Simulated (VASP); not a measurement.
# Be (P4_2/mnm) in VASP: further runs

Runs on Be. Level: PBE. Tasks: single point.

Everything below comes from runs of VASP 6.6.1. Logs are shortened: lines on timing, memory, paths and dates and some standing lists are left out, and cuts for length are marked.

### 1 The cell of the first run

It takes space group P4_2/mnm (No. 136, tetragonal). The conventional cell has a = 3.747 Å, b = 3.747 Å, c = 2.304 Å, α = 90.00°, β = 90.00°, γ = 90.00°. Be (site symmetry m2m) has 13 Be at 2.15 to 2.70 Å within 2.8 Å.

### 2 Single point, PBE (zz strain of +1 %)

INCAR

```
PREC = Accurate
ENCUT = 520
EDIFF = 1E-7
ISMEAR = -1
SIGMA = 0.05
LREAL = False
LASPH = True
NELM = 100
ALGO = Normal
ISIF = 2
LWAVE = False
LCHARG = False
GGA = PE
NBANDS = 12
```

KPOINTS

```
regular mesh
0
Gamma
  9 9 14
```

POSCAR

```
Be
1.0
    3.7468140000      0.0000000000      0.0000000000
    0.0000000000      3.7468140000      0.0000000000
    0.0000000000      0.0000000000      2.3040928000
Be
4
Direct
    0.2974080000      0.2974080000      0.0000000000
    0.7025920000      0.7025920000      0.0000000000
    0.2025920000      0.7974080000      0.5000000000
    0.7974080000      0.2025920000      0.5000000000
```

Potentials or basis: VASP PAW PBE potentials, release 64 (Be).

On the command line:

```sh
> cat potpaw_PBE.64/Be/POTCAR > POTCAR
> mpirun -np 1 vasp_std > vasp.out
```

OUTCAR:

```text
PREC = Accurate
   ENCUT = 520
   EDIFF = 1E-7
   ISMEAR = -1
   LREAL = False
   LASPH = True
   NELM = 100
   ISIF = 2
   GGA = PE

 ion  position               nearest neighbor table
   1  0.297  0.297  0.000-   2 2.15   3 2.23   4 2.23   3 2.23   4 2.23   3 2.23   3 2.23   4 2.23
                             4 2.23
   2  0.703  0.703  0.000-   1 2.15   3 2.23   4 2.23   3 2.23   4 2.23   4 2.23   4 2.23   3 2.23
                             3 2.23
   3  0.203  0.797  0.500-   4 2.15   2 2.23   1 2.23   1 2.23   2 2.23   1 2.23   1 2.23   2 2.23
                             2 2.23
   4  0.797  0.203  0.500-   3 2.15   2 2.23   1 2.23   1 2.23   2 2.23   2 2.23   2 2.23   1 2.23
                             1 2.23

  LATTYP: Found a simple tetragonal cell.
 ALAT       =     3.7468140000
 C/A-ratio  =     0.6149472058

  Lattice vectors:

 A1 = (   3.7468140000,   0.0000000000,   0.0000000000)
 A2 = (   0.0000000000,   3.7468140000,   0.0000000000)
 A3 = (   0.0000000000,   0.0000000000,   2.3040928000)

Analysis of symmetry for initial positions (statically):
=====================================================================
 Subroutine PRICEL returns:
 Original cell was already a primitive cell.

 Routine SETGRP: Setting up the symmetry group for a
 simple tetragonal supercell.

 Subroutine GETGRP returns: Found 16 space group operations
 (whereof  8 operations were pure point group operations)
 out of a pool of 16 trial point group operations.

The static configuration has the point symmetry D_2h.
 The point group associated with its full space group is D_4h.

Analysis of symmetry for dynamics (positions and initial velocities):
=====================================================================
 Subroutine PRICEL returns:
 Original cell was already a primitive cell.

 Routine SETGRP: Setting up the symmetry group for a
 simple tetragonal supercell.

 Subroutine GETGRP returns: Found 16 space group operations
 (whereof  8 operations were pure point group operations)
 out of a pool of 16 trial point group operations.

The dynamic configuration has the point symmetry D_2h.
 The point group associated with its full space group is D_4h.

 Subroutine INISYM returns: Found 16 space group operations
 (whereof  8 operations are pure point group operations),
 and found     1 'primitive' translations

----------------------------------------------------------------------------------------

                                     Primitive cell

  volume of cell :      32.3463

  direct lattice vectors                    reciprocal lattice vectors
     3.746814000  0.000000000  0.000000000     0.266893419  0.000000000  0.000000000
     0.000000000  3.746814000  0.000000000     0.000000000  0.266893419  0.000000000
     0.000000000  0.000000000  2.304092800     0.000000000  0.000000000  0.434010297

  length of vectors
     3.746814000  3.746814000  2.304092800     0.266893419  0.266893419  0.434010297

  position of ions in fractional coordinates (direct lattice)
     0.297408000  0.297408000  0.000000000
     0.702592000  0.702592000  0.000000000
     0.202592000  0.797408000  0.500000000
     0.797408000  0.202592000  0.500000000

  ion indices of the primitive-cell ions
   primitive index   ion index
                 1           1
                 2           2
                 3           3
                 4           4

----------------------------------------------------------------------------------------

 KPOINTS: regular mesh

Automatic generation of k-mesh.
 Grid dimensions read from file:
 generate k-points for:    9    9   14

 Generating k-lattice:

  Cartesian coordinates                     Fractional coordinates (reciprocal lattice)
     0.029654824  0.000000000  0.000000000     0.111111111  0.000000000  0.000000000
     0.000000000  0.029654824  0.000000000     0.000000000  0.111111111  0.000000000
     0.000000000  0.000000000  0.031000735     0.000000000  0.000000000  0.071428571

  Length of vectors
     0.029654824  0.029654824  0.031000735

  Shift w.r.t. Gamma in fractional coordinates (k-lattice)
     0.000000000  0.000000000  0.000000000

 Subroutine IBZKPT returns following result:
 ===========================================

 Found    120 irreducible k-points:

 Following reciprocal coordinates:
            Coordinates               Weight
  0.000000  0.000000  0.000000      1.000000
  0.111111  0.000000  0.000000      4.000000
  0.222222  0.000000  0.000000      4.000000
  0.333333  0.000000  0.000000      4.000000
  0.444444  0.000000  0.000000      4.000000
  0.111111  0.111111  0.000000      4.000000
[... 16 lines left out ...]
  0.333333  0.111111  0.071429     16.000000
  0.444444  0.111111  0.071429     16.000000
 [... further k-points ...]
   k-points           NKPTS =    120   k-points in BZ     NKDIM =    120   number of bands    NBANDS=     12
   number of dos      NEDOS =    301   number of ions     NIONS =      4
   total plane-waves  NPLWV =  14112
   dimension x,y,z NGX =    28 NGY =   28 NGZ =   18
   dimension x,y,z NGXF=    56 NGYF=   56 NGZF=   36
   ions per type =               4
   NGX,Y,Z   is equivalent  to a cutoff of  12.42, 12.42, 12.99 a.u.
   NGXF,Y,Z  is equivalent  to a cutoff of  24.85, 24.85, 25.97 a.u.
 SYSTEM =  unknown system
   PREC   = accura    normal or accurate (medium, high low for compatibility)
   ISTART =      0    job   : 0-new  1-cont  2-samecut
   ICHARG =      2    charge: 1-file 2-atom 10-const
   ISPIN  =      1    spin polarized calculation?
   LNONCOLLINEAR =      F non collinear calculations
   LSORBIT =      F    spin-orbit coupling
   LASPH  =      T    aspherical Exc in radial PAW
   ENCUT  =  520.0 eV  38.22 Ry    6.18 a.u.   6.97  6.97  4.28*2*pi/ulx,y,z
   NELM   =    100;   NELMIN=  2; NELMDL= -5     # of ELM steps
   EDIFF  = 0.1E-06   stopping-criterion for ELM
   LREAL  =      F    real-space projection
   EDIFFG = 0.1E-05   stopping-criterion for IOM
   NSW    =      0    number of steps for IOM
   IBRION =     -1    ionic relax: 0-MD 1-quasi-New 2-CG
   NFREE  =      0    steps in history (QN), initial steepest desc. (CG)
   ISIF   =      2    stress and relaxation
   ISYM   =      2    0-nonsym 1-usesym 2-fastsym
   POTIM  = 0.5000    time-step for ionic-motion
   TEBEG  =    0.0;   TEEND  =   0.0 temperature during run
   PSTRESS=    0.0 pullay stress
   NELECT =       8.0000    total number of electrons
   NUPDOWN=      -1.0000    fix difference up-down
   EMIN   =  10.00;   EMAX   =-10.00  energy-range for DOS
   EFERMI =   0.00;   METHOD = LEGACY
   ISMEAR =    -1;   SIGMA  =   0.05  broadening in eV -4-tet -1-fermi 0-gaus
   EFERMI_NEDOS =   21; number of points for ismear=-14 and -15
   IALGO  =     38    algorithm
   IMIX   =      4    mixing-type and parameters
     AMIX     =   0.40;   BMIX     =  1.00
     AMIX_MAG =   1.60;   BMIX_MAG =  1.00
  volume/ion in A,a.u.               =       8.09        54.57
  Fermi-wavevector in a.u.,A,eV,Ry     =   1.027614  1.941909 14.367628  1.055991
  Thomas-Fermi vector in A             =   2.161568
   LORBIT       =      0    0 simple, 1 ext, 2 COOP (PROOUT), +10 PAW based schemes
   GGA     = PE    functional components
   LHFCALC =     F    Hartree Fock is set to
   AEXX    =    0.0000 exact exchange contribution
   IVDW    =     0    specifies the selected vdW correction
   LEPSILON=     F    determine dielectric tensor
   LRPA    =     F    only Hartree local field effects (RPA)
 non-spin polarized calculation
  energy-cutoff  :      520.00
  volume of cell :       32.35
 maximum number of plane-waves:       886
 NGX is ok and might be reduce to    28
   NGX = 13   NGY = 13   NGZ =  9

 number of electron       8.0000000 magnetization

 Free energy of the ion-electron system (eV)
  ---------------------------------------------------
  ext. energy  EPLUGINS =         0.00000000
  ---------------------------------------------------
  free energy    TOTEN  =       -14.85023851 eV

  energy without entropy =      -14.84633269  energy(sigma->0) =      -14.84828560

 E-fermi :   6.6910     XC(G=0): -10.5300

 val. band max:        6.6353627971   @ k =   0.2222   0.0000   0.2857
 cond. band min:       6.7125161275   @ k =   0.1111   0.0000   0.5000
 fundamental gap:      0.0771533304
 Fermi energy:         6.6910230998

 k-point     1 :       0.0000    0.0000    0.0000
  band No.  band energies     occupation
      1      -4.3850      2.00000
      2       1.8388      2.00000
      3       2.4100      2.00000
      4       5.7633      2.00000
      5       5.7633      2.00000
      6      11.6323      0.00000
      7      11.6323      0.00000
      8      14.1644      0.00000
      9      15.5592      0.00000
     10      17.2379      0.00000
     11      22.4803      0.00000
     12      22.4803      0.00000

 k-point     2 :       0.1111    0.0000    0.0000
  band No.  band energies     occupation
      1      -4.2873      2.00000
      2       1.4160      2.00000
      3       2.2917      2.00000
      4       5.7346      2.00000
      5       6.5022      1.95519
      6      10.6878      0.00000
      7      11.5061      0.00000
      8      15.3616      0.00000
      9      15.6783      0.00000
     10      17.7363      0.00000
     11      21.9738      0.00000
     12      22.5809      0.00000

 k-point     3 :       0.2222    0.0000    0.0000
  band No.  band energies     occupation
      1      -3.9941      2.00000
      2       0.2782      2.00000
      3       2.5561      2.00000
      4       5.5985      2.00000
      5       7.7547      0.00000
      6       9.3957      0.00000
      7      11.5273      0.00000
      8      16.0340      0.00000
      9      17.3920      0.00000
     10      19.0322      0.00000
     11      20.8591      0.00000
     12      22.8855      0.00000
[... 286 lines left out ...]
 k-point    23 :       0.3333    0.1111    0.0714
  band No.  band energies     occupation
      1      -3.2998      2.00000
      2      -0.6899      2.00000
      3       2.5414      2.00000
      4       4.9867      2.00000
      5       8.5272      0.00000
      6       9.7629      0.00000
      7      12.6328      0.00000
      8      15.6400      0.00000
      9      18.4307      0.00000
     10      18.9992      0.00000
     11      20.7392      0.00000
     12      22.1735      0.00000

 k-point    24 :       0.4444    0.1111    0.0714
  band No.  band energies     occupation
      1      -2.6158      2.00000
      2      -1.7415      2.00000
      3       3.2394      2.00000
      4       4.0833      2.00000
      5       8.8962      0.00000
      6       9.3537      0.00000
      7      14.6546      0.00000
      8      16.6123      0.00000
      9      17.0825      0.00000
     10      17.6884      0.00000
     11      21.6690      0.00000
     12      22.7377      0.00000

 [... further k-points ...]
[... 5 lines left out ...]
  --------------------------------------------------------------------------------------
  -------------------------------------------------------------------------------------
  Total       -0.0535432     -0.0535432     -0.5682489     -0.0000000      0.0000000      0.0000000
  in kB       -2.6521057     -2.6521057    -28.1465378     -0.0000000      0.0000000      0.0000000
  external PRESSURE =     -11.1502497 kB  Pullay stress =       0.0000000 kB

 VOLUME and BASIS-vectors are now :
 -----------------------------------------------------------------------------
  energy-cutoff  :      520.00
  volume of cell :       32.35
      direct lattice vectors                 reciprocal lattice vectors
     3.746814000  0.000000000  0.000000000     0.266893419  0.000000000  0.000000000
     0.000000000  3.746814000  0.000000000     0.000000000  0.266893419  0.000000000
     0.000000000  0.000000000  2.304092800     0.000000000  0.000000000  0.434010297

 POSITION                                       TOTAL-FORCE (eV/Angst)
 -----------------------------------------------------------------------------------
      1.11433      1.11433      0.00000        -0.022647     -0.022647     -0.000000
      2.63248      2.63248      0.00000         0.022647      0.022647      0.000000
      0.75907      2.98774      1.15205         0.022647     -0.022647      0.000000
      2.98774      0.75907      1.15205        -0.022647      0.022647      0.000000
 -----------------------------------------------------------------------------------
    total drift:                                0.000000      0.000000     -0.000000

  FREE ENERGIE OF THE ION-ELECTRON SYSTEM (eV)
  ---------------------------------------------------
  free  energy   TOTEN  =       -14.8502385097 eV

  energy  without entropy=      -14.8463326869  energy(sigma->0) =      -14.84828560
```

It took 24 s on 1 thread of Intel Xeon Platinum 8375C at 2.90GHz (Ice Lake), shared host; peak memory 0.15 GiB.

What came out:

- Free energy: -14.8502 eV
- Pressure: -1.1 GPa
- Largest force: 0.032 eV/Å
- Band gap on the k mesh: zero (bands 4 and 5 overlap by 2.00 eV)

Forces on the atoms (eV/Å):
```
Be  -0.023 -0.023  0.000
Be   0.023  0.023  0.000
Be   0.023 -0.023  0.000
Be  -0.023  0.023  0.000
```

Stress tensor (GPa, compression positive):
```
-0.27  0.00  0.00
 0.00 -0.27  0.00
 0.00  0.00 -2.81
```

Caveat: the cell differs from its parent crystal (zz strain of +1 %).

### 3 Single point, PBE (equal xx and yy strain of -1 %)

INCAR

```
PREC = Accurate ; ENCUT = 520
EDIFF = 1E-7 ; ISMEAR = -1
SIGMA = 0.05 ; LREAL = F
LASPH = T ; NELM = 80
ALGO = Normal ; ISIF = 2
LWAVE = F ; LCHARG = F
GGA = PE ; NBANDS = 12
```

KPOINTS is that of step 2.

POSCAR

```
Be
1.0
    3.7093458600      0.0000000000      0.0000000000
    0.0000000000      3.7093458600      0.0000000000
    0.0000000000      0.0000000000      2.2812800000
Be
4
Direct
    0.2974080000      0.2974080000      0.0000000000
    0.7025920000      0.7025920000      0.0000000000
    0.2025920000      0.7974080000      0.5000000000
    0.7974080000      0.2025920000      0.5000000000
```

Potentials or basis: VASP PAW PBE potentials, release 64 (Be).

On the command line:

```sh
> cat potpaw_PBE.64/Be/POTCAR > POTCAR
> mpirun -np 1 vasp_std > vasp.out
```

Wall time 47 s (1 thread of Intel Xeon 8259CL, shared host); peak memory 0.16 GiB.

The run converged. Its results:

```
Free energy            : -14.8461 eV
Pressure               : 2.6 GPa
Largest force          : 0.052 eV/Å
Band gap on the k mesh : zero (bands 4 and 5 overlap by 1.98 eV)
```

Forces on the atoms (eV/Å):
```
Be  -0.037 -0.037  0.000
Be   0.037  0.037  0.000
Be   0.037 -0.037  0.000
Be  -0.037  0.037  0.000
```

Stress tensor (GPa, compression positive):
```
3.36 0.00 0.00
0.00 3.36 0.00
0.00 0.00 0.95
```

Levels at points of the mesh, in eV from the Fermi level:
| k point | band 1 | band 2 | band 3 | band 4 | band 5 | band 6 | band 7 | band 8 | band 9 |
| --- | --- | --- | --- | --- | --- | --- | --- | --- | --- |
| (0.00, 0.00, 0.00) | -11.24 | -4.97 | -4.40 | -0.90 | -0.90 | 5.08 | 5.08 | 7.59 | 9.06 |
| (0.00, 0.00, 0.50) | -5.91 | -5.91 | 1.08 | 1.08 | 1.82 | 1.82 | 2.61 | 2.61 | 7.64 |

Caveat: the cell differs from its parent crystal (equal xx and yy strain of -1 %).
